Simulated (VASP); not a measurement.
Wanted: the native input for a VASP 6.6.1 run.

- Task: single point
- Functional: PBE
- Potentials or basis: VASP PAW PBE potentials, release 64 (Mn_pv, Cd, C, N)
- Cutoff: 520 eV
- k mesh: 4 × 4 × 4
- Occupations: gaussian, width 0.1 eV
- Spin: collinear spin, ferromagnetic start
- Starting moments: [4.0, 0.0, 0.0, 0.0, 0.0, 0.0, 0.0, 0.0, 0.0, 0.0] μB
- Dipole correction: no
- Further INCAR settings: ALGO = Normal; EDIFF = 1e-07; NBANDS = 46

The structure of MnCdC4N4 lies in POSCAR:

```
MnCdC4N4
1.0
    6.2683394102      0.0000000000      0.0000000000
    0.0000000000      6.2683394102      0.0000000000
    0.0000000000      0.0000000000      6.2683394102
Mn Cd C N
1 1 4 4
Direct
    0.0000000000      0.0000000000      0.0000000000
    0.5000000000      0.5000000000      0.5000000000
    0.1913191251      0.1913191251      0.1913191251
    0.1913191251      0.8086808749      0.8086808749
    0.8086808749      0.1913191251      0.8086808749
    0.8086808749      0.8086808749      0.1913191251
    0.2987468303      0.2987468303      0.2987468303
    0.2987468303      0.7012531697      0.7012531697
    0.7012531697      0.2987468303      0.7012531697
    0.7012531697      0.7012531697      0.2987468303
```

The input as run:

INCAR

```
PREC     = Accurate       # precision mode
ENCUT    = 520            # plane-wave cutoff, eV
EDIFF    = 1E-7           # SCF threshold, eV
ISMEAR   = 0              # smearing method
SIGMA    = 0.1            # smearing width, eV
LREAL    = False          # projectors in reciprocal space
LASPH    = True           # aspherical terms in the spheres
NELM     = 150            # most SCF steps
ALGO     = Normal         # electronic algorithm
ISIF     = 2              # what is computed and relaxed
LWAVE    = False          # write WAVECAR
LCHARG   = True           # write CHGCAR
ISPIN    = 2              # spin polarisation
MAGMOM   = 4 0 0 0 0 0 0 0 0 0 # initial moments
LORBIT   = 11             # projections on sites
LMAXMIX  = 4              # l up to which the mixer works
GGA      = PE             # functional
LELF     = True           # ELF
LVHAR    = True         
NBANDS   = 46             # bands
```

KPOINTS

```
Automatic mesh
0
Gamma
  4 4 4
```

Potentials or basis: VASP PAW PBE potentials, release 64 (Mn_pv, Cd, C, N).

Command:

```console
$ cat potpaw_PBE.64/Mn_pv/POTCAR potpaw_PBE.64/Cd/POTCAR potpaw_PBE.64/C/POTCAR potpaw_PBE.64/N/POTCAR > POTCAR
$ mpirun -np 1 vasp_std > vasp.out
```

It gave:

| Property | Result |
| --- | --- |
| Pressure | 0.6 GPa |
| Largest force | 0.372 eV/Å |
| Band gap on the k mesh | 2.14 eV |
| Net moment | 5.00 μB per cell |
| Site moments | Mn +4.14; Cd +0.01; C -0.02; N +0.07 μB |
| Valence electrons inside the program's atomic spheres | Mn 11.47; Cd 10.26; C 2.59; N 3.88 |

Caveat: a cell with one magnetic atom can't hold antiferromagnetic order, which such compounds often take.

It took 3 min on 1 thread of Intel(R) Xeon(R) Platinum 8488C (Sapphire Rapids), with other jobs on the host, peak memory 0.5 GiB.
